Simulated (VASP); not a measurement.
A run of VASP 6.6.1 is set up as follows.

Contents of POSCAR:

```
La
1.0
    0.0000000000      2.5712543685      2.5712543685
    2.5712543685      0.0000000000      2.5712543685
    2.5712543685      2.5712543685      0.0000000000
La
1
Direct
    0.0000000000      0.0000000000      0.0000000000
```

INCAR.step1

```
SYSTEM = La
ALGO     = Normal         ! electronic algorithm
EDIFF    = 1E-4           ! SCF threshold, eV
ENCUT    = 520            ! plane-wave cutoff, eV
GGA      = PE             ! functional
ISMEAR   = -1             ! smearing method
LASPH    = .TRUE.         ! aspherical terms in the spheres
LCHARG   = .FALSE.        ! write CHGCAR
LREAL    = .FALSE.        ! projectors in reciprocal space
LWAVE    = .TRUE.         ! write WAVECAR
NBANDS   = 12             ! bands
NELM     = 80             ! most SCF steps
PREC     = Accurate       ! precision mode
SIGMA    = 0.1            ! smearing width, eV
```

The input INCAR.step2:

```
SYSTEM = La
ALGO     = Normal         ! electronic algorithm
EDIFF    = 1E-6           ! SCF threshold, eV
ENCUT    = 520            ! plane-wave cutoff, eV
ISIF     = 2              ! what is computed and relaxed
ISMEAR   = -1             ! smearing method
ISTART   = 1            
LASPH    = .TRUE.         ! aspherical terms in the spheres
LCHARG   = .FALSE.        ! write CHGCAR
LMIXTAU  = .TRUE.       
LREAL    = .FALSE.        ! projectors in reciprocal space
LWAVE    = .FALSE.        ! write WAVECAR
METAGGA  = R2SCAN         ! meta-GGA
NBANDS   = 12             ! bands
NELM     = 80             ! most SCF steps
PREC     = Accurate       ! precision mode
SIGMA    = 0.1            ! smearing width, eV
```

KPOINTS

```
k-points
0
G
  11 11 11
  0 0 0
```

Potentials or basis: VASP PAW PBE potentials, release 64 (La).

The run is started by

```bash
$ cat potpaw_PBE.64/La/POTCAR > POTCAR
$ cp INCAR.step1 INCAR
$ mpirun -np 1 vasp_std > vasp.out
$ cp INCAR.step2 INCAR
$ mpirun -np 1 vasp_std > vasp.out
```

Problem. Estimate the pressure.

Solution. 2.4 GPa.

Caveat: the PAW data sets were made with another functional, which shifts forces and pressure a little.
